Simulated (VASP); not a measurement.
# Li5Zn3 (R-3m) in VASP: a series of runs, part 2 of 2

VASP 6.6.1. The steps go on from the part before.

### 3 Single point, LDA

INCAR

```
SYSTEM = Li5Zn3
ALGO = Normal ; EDIFF = 1E-6
ENCUT = 750 ; GGA = CA
GGA_COMPAT = .FALSE. ; ISIF = 2
ISMEAR = 1 ; LASPH = .TRUE.
LCHARG = .FALSE. ; LREAL = .FALSE.
LWAVE = .FALSE. ; NBANDS = 36
NELM = 120 ; PREC = Accurate
SIGMA = 0.1
```

KPOINTS

```
k-points
0
G
  9 9 9
  0 0 0
```

POSCAR

```
Li5Zn3
1.0
    0.0633489637      3.8428722793      3.8428722793
    3.8428722793      0.0633489637      3.8428722793
    3.8428722793      3.8428722793      0.0633489637
Li Zn
5 3
Direct
    0.0000000000      0.0000000000      0.0000000000
    0.0000000000      0.0000000000      0.5000000000
    0.0000000000      0.5000000000      0.0000000000
    0.5000000000      0.0000000000      0.0000000000
    0.5000000000      0.5000000000      0.5000000000
    0.0000000000      0.5000000000      0.5000000000
    0.5000000000      0.0000000000      0.5000000000
    0.5000000000      0.5000000000      0.0000000000
```

Potentials or basis: VASP PAW LDA potentials, release 64 (Li_sv, Zn).

Started as:

```bash
$ cat potpaw_LDA.64/Li_sv/POTCAR potpaw_LDA.64/Zn/POTCAR > POTCAR
$ mpirun -np 1 vasp_std > vasp.out
```

OUTCAR:

```text
SYSTEM = Li5Zn3
   EDIFF = 1E-6
   ENCUT = 750
   GGA = CA
   ISIF = 2
   ISMEAR = 1
   LASPH = .TRUE.
   LREAL = .FALSE.
   NELM = 120
   PREC = Accurate

 ion  position               nearest neighbor table
   1  0.000  0.000  0.000-   6 2.67   7 2.67   6 2.67   8 2.67   7 2.67   8 2.67
   2  0.000  0.000  0.500-   6 2.72   7 2.72   6 2.72   7 2.72
   3  0.000  0.500  0.000-   6 2.72   6 2.72   8 2.72   8 2.72
   4  0.500  0.000  0.000-   7 2.72   7 2.72   8 2.72   8 2.72
   5  0.500  0.500  0.500-   8 2.72   8 2.72   6 2.72   7 2.72   7 2.72   6 2.72
   6  0.000  0.500  0.500-   1 2.67   8 2.67   1 2.67   7 2.67   7 2.67   8 2.67   3 2.72   3 2.72
                             2 2.72   5 2.72   5 2.72   2 2.72
   7  0.500  0.000  0.500-   1 2.67   8 2.67   6 2.67   8 2.67   1 2.67   6 2.67   4 2.72   4 2.72
                             2 2.72   5 2.72   2 2.72   5 2.72
   8  0.500  0.500  0.000-   6 2.67   7 2.67   1 2.67   7 2.67   1 2.67   6 2.67   5 2.72   5 2.72
                             4 2.72   3 2.72   3 2.72   4 2.72

  LATTYP: Found a trigonal (rhomboedric) cell.
 ALAT       =     5.4350112972
 COS(alpha) =     0.5164146281

  Lattice vectors:

 A1 = (   0.0633489637,   3.8428722793,   3.8428722793)
 A2 = (   3.8428722793,   0.0633489637,   3.8428722793)
 A3 = (   3.8428722793,   3.8428722793,   0.0633489637)

Analysis of symmetry for initial positions (statically):
=====================================================================
 Subroutine PRICEL returns:
 Original cell was already a primitive cell.

 Routine SETGRP: Setting up the symmetry group for a
 trigonal (rhombohedral) supercell.

 Subroutine GETGRP returns: Found 12 space group operations
 (whereof 12 operations were pure point group operations)
 out of a pool of 12 trial point group operations.

The static configuration has the point symmetry D_3d.

Analysis of symmetry for dynamics (positions and initial velocities):
=====================================================================
 Subroutine PRICEL returns:
 Original cell was already a primitive cell.

 Routine SETGRP: Setting up the symmetry group for a
 trigonal (rhombohedral) supercell.

 Subroutine GETGRP returns: Found 12 space group operations
 (whereof 12 operations were pure point group operations)
 out of a pool of 12 trial point group operations.

The dynamic configuration has the point symmetry D_3d.

 Subroutine INISYM returns: Found 12 space group operations
 (whereof 12 operations are pure point group operations),
 and found     1 'primitive' translations

----------------------------------------------------------------------------------------

                                     Primitive cell

  volume of cell :     110.6942

  direct lattice vectors                    reciprocal lattice vectors
     0.063348964  3.842872279  3.842872279    -0.133373303  0.131210327  0.131210327
     3.842872279  0.063348964  3.842872279     0.131210327 -0.133373303  0.131210327
     3.842872279  3.842872279  0.063348964     0.131210327  0.131210327 -0.133373303

  length of vectors
     5.435011297  5.435011297  5.435011297     0.228518573  0.228518573  0.228518573

  position of ions in fractional coordinates (direct lattice)
     0.000000000  0.000000000  0.000000000
     1.000000000  1.000000000  0.500000000
     0.000000000  0.500000000  0.000000000
     0.500000000  0.000000000  0.000000000
[... 45 lines left out ...]
  0.111111  0.000000  0.000000      6.000000
  0.222222 -0.000000 -0.000000      6.000000
  0.333333  0.000000 -0.000000      6.000000
  0.444444 -0.000000 -0.000000      6.000000
  0.111111  0.111111 -0.000000      6.000000
[... 16 lines left out ...]
 -0.333333  0.333333  0.000000      6.000000
  0.444444  0.444444 -0.000000      6.000000
 [... further k-points ...]
   k-points           NKPTS =     85   k-points in BZ     NKDIM =     85   number of bands    NBANDS=     36
   number of dos      NEDOS =    301   number of ions     NIONS =      8
   total plane-waves  NPLWV = 125000
   dimension x,y,z NGX =    50 NGY =   50 NGZ =   50
   dimension x,y,z NGXF=   100 NGYF=  100 NGZF=  100
   ions per type =               5   3
   NGX,Y,Z   is equivalent  to a cutoff of  15.29, 15.29, 15.29 a.u.
   NGXF,Y,Z  is equivalent  to a cutoff of  30.59, 30.59, 30.59 a.u.
 SYSTEM =  Li5Zn3
   PREC   = accura    normal or accurate (medium, high low for compatibility)
   ISTART =      0    job   : 0-new  1-cont  2-samecut
   ICHARG =      2    charge: 1-file 2-atom 10-const
   ISPIN  =      1    spin polarized calculation?
   LNONCOLLINEAR =      F non collinear calculations
   LSORBIT =      F    spin-orbit coupling
   LASPH  =      T    aspherical Exc in radial PAW
   ENCUT  =  750.0 eV  55.12 Ry    7.42 a.u.  12.14 12.14 12.14*2*pi/ulx,y,z
   NELM   =    120;   NELMIN=  2; NELMDL= -5     # of ELM steps
   EDIFF  = 0.1E-05   stopping-criterion for ELM
   LREAL  =      F    real-space projection
   EDIFFG = 0.1E-04   stopping-criterion for IOM
   NSW    =      0    number of steps for IOM
   IBRION =     -1    ionic relax: 0-MD 1-quasi-New 2-CG
   NFREE  =      0    steps in history (QN), initial steepest desc. (CG)
   ISIF   =      2    stress and relaxation
   ISYM   =      2    0-nonsym 1-usesym 2-fastsym
   POTIM  = 0.5000    time-step for ionic-motion
   TEBEG  =    0.0;   TEEND  =   0.0 temperature during run
   PSTRESS=    0.0 pullay stress
   NELECT =      51.0000    total number of electrons
   NUPDOWN=      -1.0000    fix difference up-down
   EMIN   =  10.00;   EMAX   =-10.00  energy-range for DOS
   EFERMI =   0.00;   METHOD = LEGACY
   ISMEAR =     1;   SIGMA  =   0.10  broadening in eV -4-tet -1-fermi 0-gaus
   EFERMI_NEDOS =   21; number of points for ismear=-14 and -15
   IALGO  =     38    algorithm
   IMIX   =      4    mixing-type and parameters
     AMIX     =   0.40;   BMIX     =  1.00
     AMIX_MAG =   1.60;   BMIX_MAG =  1.00
  volume/ion in A,a.u.               =      13.84        93.38
  Fermi-wavevector in a.u.,A,eV,Ry     =   1.264416  2.389399 21.752277  1.598747
  Thomas-Fermi vector in A             =   2.397722
   LORBIT       =      0    0 simple, 1 ext, 2 COOP (PROOUT), +10 PAW based schemes
   GGA     = CA    functional components
   LHFCALC =     F    Hartree Fock is set to
   AEXX    =    0.0000 exact exchange contribution
   IVDW    =     0    specifies the selected vdW correction
   LEPSILON=     F    determine dielectric tensor
   LRPA    =     F    only Hartree local field effects (RPA)
 non-spin polarized calculation
 Methfessel and Paxton  Order N= 1 SIGMA  =   0.10
  energy-cutoff  :      750.00
  volume of cell :      110.69
 maximum number of plane-waves:      5187
 NGX is ok and might be reduce to    50
   NGX = 25   NGY = 25   NGZ = 25

 number of electron      50.9999996 magnetization

 Free energy of the ion-electron system (eV)
  ---------------------------------------------------
  ext. energy  EPLUGINS =         0.00000000
  ---------------------------------------------------
  free energy    TOTEN  =       -16.82282155 eV

  energy without entropy =      -16.82399470  energy(sigma->0) =      -16.82321260

 E-fermi :   2.3184     XC(G=0):  -9.8124

 val. band max:        2.3007374553   @ k =   0.4444   0.3333   0.3333
 cond. band min:       2.3264990287   @ k =  -0.1111   0.3333   0.1111
 fundamental gap:      0.0257615733
 Fermi energy:         2.3183955605

 k-point     1 :       0.0000    0.0000    0.0000
  band No.  band energies     occupation
      1     -42.9054      2.00000
      2     -42.8571      2.00000
      3     -42.8571      2.00000
      4     -42.6202      2.00000
      5     -42.5369      2.00000
      6      -5.9519      2.00000
[... 925 lines left out ...]
     35       8.3256      0.00000
     36       9.0240      0.00000

 [... further k-points ...]
[... 5 lines left out ...]
  --------------------------------------------------------------------------------------
  -------------------------------------------------------------------------------------
  Total        0.0089104      0.0089104      0.0089104     -0.0213593     -0.0213593     -0.0213593
  in kB        0.1289689      0.1289689      0.1289689     -0.3091529     -0.3091529     -0.3091529
  external PRESSURE =       0.1289689 kB  Pullay stress =       0.0000000 kB

 VOLUME and BASIS-vectors are now :
 -----------------------------------------------------------------------------
  energy-cutoff  :      750.00
  volume of cell :      110.69
      direct lattice vectors                 reciprocal lattice vectors
     0.063348964  3.842872279  3.842872279    -0.133373303  0.131210327  0.131210327
     3.842872279  0.063348964  3.842872279     0.131210327 -0.133373303  0.131210327
     3.842872279  3.842872279  0.063348964     0.131210327  0.131210327 -0.133373303

 POSITION                                       TOTAL-FORCE (eV/Angst)
 -----------------------------------------------------------------------------------
      0.00000      0.00000      0.00000        -0.000000      0.000000     -0.000000
      1.92144      1.92144      0.03167        -0.000000      0.000000      0.000000
      1.92144      0.03167      1.92144        -0.000000      0.000000     -0.000000
      0.03167      1.92144      1.92144        -0.000000      0.000000     -0.000000
      3.87455      3.87455      3.87455        -0.000000      0.000000     -0.000000
      3.84287      1.95311      1.95311         0.000000      0.000000      0.000000
      1.95311      3.84287      1.95311        -0.000000     -0.000000      0.000000
      1.95311      1.95311      3.84287         0.000000      0.000000      0.000000
 -----------------------------------------------------------------------------------
    total drift:                                0.000000      0.000000      0.000000

  FREE ENERGIE OF THE ION-ELECTRON SYSTEM (eV)
  ---------------------------------------------------
  free  energy   TOTEN  =       -16.8228215469 eV

  energy  without entropy=      -16.8239947033  energy(sigma->0) =      -16.82321260
```

It took 6 min on 1 thread of Intel Xeon 6975P-C (Granite Rapids), shared host; peak memory 0.56 GiB.

What came out:

```
Free energy            : -16.8228 eV
Pressure               : 0.0 GPa
Band gap on the k mesh : zero (an odd number of electrons rules out a gap without spin polarisation)
```

### 4 Relaxation of cell and atoms, LDA

This run uses another cell than the first one, of 19.06 Å³/atom.

INCAR

```
SYSTEM = Li5Zn3
PREC     = Accurate       ! precision mode
ENCUT    = 750            ! plane-wave cutoff, eV
EDIFF    = 1E-7           ! SCF threshold, eV
ISMEAR   = 1              ! smearing method
SIGMA    = 0.1            ! smearing width, eV
LREAL    = .FALSE.        ! projectors in reciprocal space
LASPH    = .TRUE.         ! aspherical terms in the spheres
NELM     = 120            ! most SCF steps
ALGO     = Normal         ! electronic algorithm
ISIF     = 3              ! what is computed and relaxed
LWAVE    = .FALSE.        ! write WAVECAR
LCHARG   = .FALSE.        ! write CHGCAR
IBRION   = 2              ! ionic algorithm
NSW      = 80             ! ionic steps
EDIFFG   = -0.02          ! ionic threshold
GGA_COMPAT= .FALSE.      
NELMIN   = 4            
KPAR     = 4
```

KPOINTS

```
Automatic mesh
0
G
  9 9 9
  0 0 0
```

POSCAR, as its differences from that of step 3:

```diff
@@ -2,5 +2,5 @@
 1.0
-    0.0633489637      3.8428722793      3.8428722793
-    3.8428722793      0.0633489637      3.8428722793
-    3.8428722793      3.8428722793      0.0633489637
+    0.0000000000      4.2400000000      4.2400000000
+    4.2400000000      0.0000000000      4.2400000000
+    4.2400000000      4.2400000000      0.0000000000
 Li Zn
```

Potentials or basis: VASP PAW LDA potentials, release 64 (Li_sv, Zn).

Started as:

```bash
$ cat potpaw_LDA.64/Li_sv/POTCAR potpaw_LDA.64/Zn/POTCAR > POTCAR
$ mpirun -np 4 vasp_std > vasp.out
```

OUTCAR:

```text
SYSTEM = Li5Zn3
   PREC = Accurate
   ENCUT = 750
   EDIFF = 1E-7
   ISMEAR = 1
   LREAL = .FALSE.
   LASPH = .TRUE.
   NELM = 120
   ISIF = 3
   IBRION = 2
   NSW = 80
   EDIFFG = -0.02
   NELMIN = 4

 ion  position               nearest neighbor table
   1  0.000  0.000  0.000-
   2  0.000  0.000  0.500-
   3  0.000  0.500  0.000-
   4  0.500  0.000  0.000-
   5  0.500  0.500  0.500-
   6  0.000  0.500  0.500-   8 3.00   7 3.00   7 3.00   8 3.00
   7  0.500  0.000  0.500-   8 3.00   6 3.00   8 3.00   6 3.00
   8  0.500  0.500  0.000-   6 3.00   7 3.00   7 3.00   6 3.00

  LATTYP: Found a face centered cubic cell.
 ALAT       =     8.4800000000

  Lattice vectors:

 A1 = (   0.0000000000,   4.2400000000,   4.2400000000)
 A2 = (   4.2400000000,   0.0000000000,   4.2400000000)
 A3 = (   4.2400000000,   4.2400000000,   0.0000000000)

Analysis of symmetry for initial positions (statically):
=====================================================================
 Subroutine PRICEL returns:
 Original cell was already a primitive cell.

 Routine SETGRP: Setting up the symmetry group for a
 face centered cubic supercell.

 Subroutine GETGRP returns: Found 12 space group operations
 (whereof 12 operations were pure point group operations)
 out of a pool of 48 trial point group operations.

The static configuration has the point symmetry D_3d.

Analysis of symmetry for dynamics (positions and initial velocities):
=====================================================================
 Subroutine PRICEL returns:
 Original cell was already a primitive cell.

 Routine SETGRP: Setting up the symmetry group for a
 face centered cubic supercell.

 Subroutine GETGRP returns: Found 12 space group operations
 (whereof 12 operations were pure point group operations)
[... 113 lines left out ...]
   NELM   =    120;   NELMIN=  4; NELMDL= -5     # of ELM steps
   EDIFF  = 0.1E-06   stopping-criterion for ELM
   LREAL  =      F    real-space projection
   EDIFFG = -.2E-01   stopping-criterion for IOM
   NSW    =     80    number of steps for IOM
   IBRION =      2    ionic relax: 0-MD 1-quasi-New 2-CG
   NFREE  =      1    steps in history (QN), initial steepest desc. (CG)
   ISIF   =      3    stress and relaxation
   ISYM   =      2    0-nonsym 1-usesym 2-fastsym
   POTIM  = 0.5000    time-step for ionic-motion
   TEBEG  =    0.0;   TEEND  =   0.0 temperature during run
   PSTRESS=    0.0 pullay stress
   NELECT =      51.0000    total number of electrons
   NUPDOWN=      -1.0000    fix difference up-down
   EMIN   =  10.00;   EMAX   =-10.00  energy-range for DOS
   EFERMI =   0.00;   METHOD = LEGACY
   ISMEAR =     1;   SIGMA  =   0.10  broadening in eV -4-tet -1-fermi 0-gaus
   EFERMI_NEDOS =   21; number of points for ismear=-14 and -15
   IALGO  =     38    algorithm
   IMIX   =      4    mixing-type and parameters
     AMIX     =   0.40;   BMIX     =  1.00
     AMIX_MAG =   1.60;   BMIX_MAG =  1.00
  volume/ion in A,a.u.               =      19.06       128.60
  Fermi-wavevector in a.u.,A,eV,Ry     =   1.136464  2.147606 17.572612  1.291551
  Thomas-Fermi vector in A             =   2.273169
   LORBIT       =      0    0 simple, 1 ext, 2 COOP (PROOUT), +10 PAW based schemes
   GGA     = CA    functional components
   LHFCALC =     F    Hartree Fock is set to
   AEXX    =    0.0000 exact exchange contribution
   IVDW    =     0    specifies the selected vdW correction
   LEPSILON=     F    determine dielectric tensor
   LRPA    =     F    only Hartree local field effects (RPA)
 conjugate gradient relaxation of ions
 non-spin polarized calculation
 Methfessel and Paxton  Order N= 1 SIGMA  =   0.10
  energy-cutoff  :      750.00
  volume of cell :      152.45
 maximum number of plane-waves:      7150
 NGX is ok and might be reduce to    54
   NGX = 27   NGY = 27   NGZ = 27

--------------------------------------- Ionic step        1  -------------------------------------------

 number of electron      51.0000004 magnetization

 Free energy of the ion-electron system (eV)
  ---------------------------------------------------
  ext. energy  EPLUGINS =         0.00000000
  ---------------------------------------------------
  free energy    TOTEN  =       -15.74999787 eV

  energy without entropy =      -15.75054927  energy(sigma->0) =      -15.75018167

------------------------ aborting loop because EDIFF is reached ----------------------------------------

  FORCE on cell =-STRESS in cart. coord.  units (eV):
  Direction    XX          YY          ZZ          XY          YZ          ZX
  --------------------------------------------------------------------------------------
  -------------------------------------------------------------------------------------
  Total       -5.9880826     -5.9880826     -5.9880826      0.0388726      0.0388726      0.0388726
  in kB      -62.9318935    -62.9318935    -62.9318935      0.4085320      0.4085320      0.4085320
  external PRESSURE =     -62.9318935 kB  Pullay stress =       0.0000000 kB
[... 1883 lines left out ...]
--------------------------------------- Ionic step        8  -------------------------------------------

 number of electron      51.0000006 magnetization

 Free energy of the ion-electron system (eV)
  ---------------------------------------------------
  ext. energy  EPLUGINS =         0.00000000
  ---------------------------------------------------
  free energy    TOTEN  =       -16.83351671 eV

  energy without entropy =      -16.83476121  energy(sigma->0) =      -16.83393155

 E-fermi :   2.3166     XC(G=0):  -9.8125

 val. band max:        2.3021349313   @ k =   0.2222   0.2222  -0.2222
 cond. band min:       2.3208261101   @ k =   0.1111  -0.3333  -0.1111
 fundamental gap:      0.0186911788
 Fermi energy:         2.3166476399
[... 827 lines left out ...]
  FREE ENERGIE OF THE ION-ELECTRON SYSTEM (eV)
  ---------------------------------------------------
  free  energy   TOTEN  =       -16.8335167139 eV

  energy  without entropy=      -16.8347612077  energy(sigma->0) =      -16.83393155

 reached required accuracy - stopping structural energy minimisation
```

It took 12 min on 4 MPI ranks of Intel Xeon 6975P-C (Granite Rapids), shared host; peak memory 0.72 GiB.

What came out:

- Free energy: -16.8335 eV
- Relaxed volume: 13.84 Å³/atom
- Relaxed cell: a = 5.432 Å, b = 5.432 Å, c = 5.432 Å, α = 58.99°, β = 58.99°, γ = 58.99°
- Space group after relaxing (to 0.1 Å): R-3m (No. 166)
- Energy gained by relaxing: 135.4 meV/atom
- Ionic steps: 8
- Pressure after relaxing: 0.1 GPa
- Band gap on the k mesh: zero (an odd number of electrons rules out a gap without spin polarisation)

The path:
| step | energy change (eV) | largest force (eV/Å) | pressure (GPa) | volume (Å³) |
| --- | --- | --- | --- | --- |
| 1 | 0.0000 | 0.0000 | -6.29 | 152.45 |
| 2 | -0.5791 | 0.0000 | -5.18 | 136.52 |
| 3 | -1.0251 | 0.0000 | -2.10 | 118.12 |
| 4 | -0.0193 | 0.0000 | 17.18 | 86.42 |
| 5 | -1.0694 | 0.0000 | -0.69 | 113.15 |
| 6 | -1.0740 | 0.0000 | 0.02 | 111.02 |
| 7 | -1.0812 | 0.0000 | 0.05 | 110.86 |
| 8 | -1.0835 | 0.0000 | 0.11 | 110.69 |

Final structure:
```cif
data_structure
_symmetry_space_group_name_H-M 'P 1'
_symmetry_Int_Tables_number 1
_cell_length_a 5.4316
_cell_length_b 5.4316
_cell_length_c 5.4316
_cell_angle_alpha 58.989
_cell_angle_beta 58.989
_cell_angle_gamma 58.989
_cell_volume 110.69
loop_
_atom_site_label
_atom_site_type_symbol
_atom_site_fract_x
_atom_site_fract_y
_atom_site_fract_z
_atom_site_occupancy
Li1 Li 0.00000 0.00000 0.00000 1
Li2 Li 0.00000 0.00000 0.50000 1
Li3 Li 0.00000 0.50000 0.00000 1
Li4 Li 0.50000 0.00000 0.00000 1
Li5 Li 0.50000 0.50000 0.50000 1
Zn1 Zn 0.00000 0.50000 0.50000 1
Zn2 Zn 0.50000 0.00000 0.50000 1
Zn3 Zn 0.50000 0.50000 0.00000 1
```

Caveat: the volume moved by over 15 % at a fixed basis, so the end points are rough.

### 5 The runs side by side

| task | cell | cutoff (eV) | gap on the mesh (eV) | pressure (GPa) |
| --- | --- | --- | --- | --- |
| single point | a = 5.435 Å, angles 58.9°, 8 atoms | 520 | none | - |
| single point | a = 5.435 Å, angles 58.9°, 8 atoms | 750 | none | 0.0 |
| relaxation of cell and atoms | relaxed from a = 5.996 Å, angles 60.0°, 8 atoms | 750 | none | 0.1 |

Alike in all rows: level LDA; potentials or basis VASP PAW LDA potentials, release 64 (Li_sv, Zn); no spin polarisation; k mesh 9 × 9 × 9; smearing methfessel-paxton 0.1 eV.

Caveats: the cutoff is under 1.25 times the usual one of these potentials, so pressure, stress and relaxed cells hold a basis-set (Pulay) error (at least some runs); the volume moved by over 15 % at a fixed basis, so the end points are rough (at least some runs).

Total energies depend on the potentials used, so only differences within one code and one set of settings carry meaning.
